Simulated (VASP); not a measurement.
Set up this calculation in VASP 6.6.1, as the native input.

```
Task                   : single point
Functional             : PBE
Potentials or basis    : VASP PAW PBE potentials, release 64 (Sr_sv, Si, Bi_d)
Cutoff                 : 520 eV
k mesh                 : 8 × 8 × 6
Occupations            : gaussian, width 0.1 eV
Spin                   : no spin polarisation
Dipole correction      : no
Further INCAR settings : ALGO = Fast; EDIFF = 1e-07; NBANDS = 34
```

The structure of Sr2Si4Bi lies in POSCAR:

```
Sr2Si4Bi
1.0
    5.4796887951      0.0000000000      0.0000000000
    0.0000000000      5.4796887951      0.0000000000
    0.0000000000      0.0000000000      6.4519331348
Sr Si Bi
2 4 1
Direct
    0.0000000000      0.0000000000      0.0000000000
    0.5000000000      0.5000000000      0.0000000000
    0.0000000000      0.5000000000      0.3180526790
    0.5000000000      0.0000000000      0.3180526790
    0.0000000000      0.5000000000      0.6819473210
    0.5000000000      0.0000000000      0.6819473210
    0.0000000000      0.0000000000      0.5000000000
```

These files were run (other wordings do the same):

INCAR

```
SYSTEM = Sr2Si4Bi
  PREC = Accurate
  ENCUT = 520
  EDIFF = 1E-7
  ISMEAR = 0
  SIGMA = 0.1
  LREAL = .FALSE.
  LASPH = .TRUE.
  NELM = 80
  ALGO = Fast
  ISIF = 2
  LWAVE = .FALSE.
  LCHARG = .TRUE.
  GGA = PE
  LELF = .TRUE.
  LVHAR = .TRUE.
  NBANDS = 34
```

KPOINTS

```
Automatic mesh
0
G
  8 8 6
  0 0 0
```

Potentials or basis: VASP PAW PBE potentials, release 64 (Sr_sv, Si, Bi_d).

Run with:

```console
$ cat potpaw_PBE.64/Sr_sv/POTCAR potpaw_PBE.64/Si/POTCAR potpaw_PBE.64/Bi_d/POTCAR > POTCAR
$ mpirun -np 1 vasp_std > vasp.out
```

It gave:

The pressure is 0.0 GPa and the largest force is 0.010 eV/Å. The band gap on the k mesh is zero (an odd number of electrons rules out a gap without spin polarisation).

Caveat: spin-orbit coupling is left out, which moves the levels of the heavy elements; an odd number of electrons without spin polarisation forces a metal; a magnetic or distorted state may lie lower.

It took 30 min on 1 thread of Oxide Virtual Turin-like Processor, with other jobs on the host, peak memory 0.5 GiB.
